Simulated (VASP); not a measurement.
A run of VASP 6.6.1:

INCAR

```
SYSTEM = Cu16H
  PREC = Accurate
  ENCUT = 520
  EDIFF = 1E-7
  ISMEAR = 1
  SIGMA = 0.1
  LREAL = Auto
  LASPH = .TRUE.
  NELM = 100
  ALGO = Normal
  ISIF = 2
  LWAVE = .FALSE.
  LCHARG = .FALSE.
  GGA = PE
  NBANDS = 102
```

Contents of KPOINTS:

```
regular mesh
0
G
  4 4 4
  0 0 0
```

POSCAR

```
Cu16H
1.0
   -3.6303500600      3.6303500600      3.6303500600
    3.6303500600     -3.6303500600      3.6303500600
    3.6303500600      3.6303500600     -3.6303500600
Cu H
16 1
Direct
   -0.0024158827      0.0045100334      0.0045090693
   -0.0024538956      0.2493320162      0.7493759431
   -0.0024935612      0.4942582589      0.4943575607
   -0.0024182241      0.7494358547      0.2495116132
    0.2525476841      0.0043384246      0.7494105128
    0.2476470547      0.2494150661      0.4994847522
    0.2475597353      0.4994003250      0.2494507375
    0.2525042998      0.7493302175      0.0044045339
    0.4975933368     -0.0006141281      0.4994332420
    0.4975690967      0.2493393158      0.2494461925
    0.4975257124      0.4993607972     -0.0005448510
    0.4975462339      0.7493912309      0.7494485256
    0.7475564216     -0.0006901538      0.2494081797
    0.7475498107      0.2494223656     -0.0005798339
    0.7425683351      0.4944342750      0.7494928740
    0.7425157231      0.7492898632      0.4944306941
    0.9978229207      0.7494687716      0.7498953145
```

Potentials or basis: VASP PAW PBE potentials, release 64 (Cu, H).

Run with:

```console
$ cat potpaw_PBE.64/Cu/POTCAR potpaw_PBE.64/H/POTCAR > POTCAR
$ mpirun -np 1 vasp_std > vasp.out
```

Hardware: 1 thread of Oxide Virtual Turin-like Processor, with other jobs on the host.

Problem. Estimate the wall time of this run.

Solution. It took 37 min on 1 thread of Oxide Virtual Turin-like Processor, with other jobs on the host, peak memory 0.57 GiB. Counts: scf iterations 22, k points 36.
